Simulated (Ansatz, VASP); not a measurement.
CdO in VASP and in Ansatz

File INCAR:

```
PREC = Accurate
ENCUT = 600
EDIFF = 1E-6
ISMEAR = -1
SIGMA = 0.02
LREAL = F
LASPH = T
NELM = 120
ALGO = Normal
ISIF = 2
LWAVE = F
LCHARG = F
GGA = PE
NBANDS = 16
GGA_COMPAT = F
```

KPOINTS

```
Automatic mesh
0
Gamma
  8 8 8
```

POSCAR

```
CdO
1.0
    0.0000000000      2.4074422710      2.4074422710
    2.4074422710      0.0000000000      2.4074422710
    2.4074422710      2.4074422710      0.0000000000
Cd O
1 1
Direct
    0.0000000000      0.0000000000      0.0000000000
    0.5000000000      0.5000000000      0.5000000000
```

Input for Ansatz:

```yaml
crystal:
  lattice:
    - [0.0, 2.407442271, 2.407442271]
    - [2.407442271, 0.0, 2.407442271]
    - [2.407442271, 2.407442271, 0.0]
  atoms:
    - { symbol: Cd, position: [0.0, 0.0, 0.0] }
    - { symbol: O, position: [0.5, 0.5, 0.5] }
kpoints:
  mp_grid: { grid: [8, 8, 8] }
hamiltonian:
  xc: pbe
scf:
  occupations: { method: fermi_dirac, width: 0.02 }
  n_extra_bands: 4
output:
  forces: true
  stress: true
  eigenvalues: true
```

Alike in both runs: task single point; functional PBE; k mesh 8 × 8 × 8; occupations fermi-dirac, width 0.02 eV; no spin polarisation.

```csv
,VASP,Ansatz
version,VASP 6.6.1,Ansatz 0.2.0
potentials or method,"VASP PAW PBE potentials, release 64 (Cd, O)","plane waves, PAW"
plane-wave cutoff (eV),600,420
valence electrons in the cell,18,26
```

```tsv
	VASP	Ansatz	Ansatz less VASP
pressure (GPa)	-2.6	-3.5	-0.84
```

VASP's potentials hold 18 valence electrons a cell and Ansatz's 26, so a difference there can come from the potentials and not from the codes.
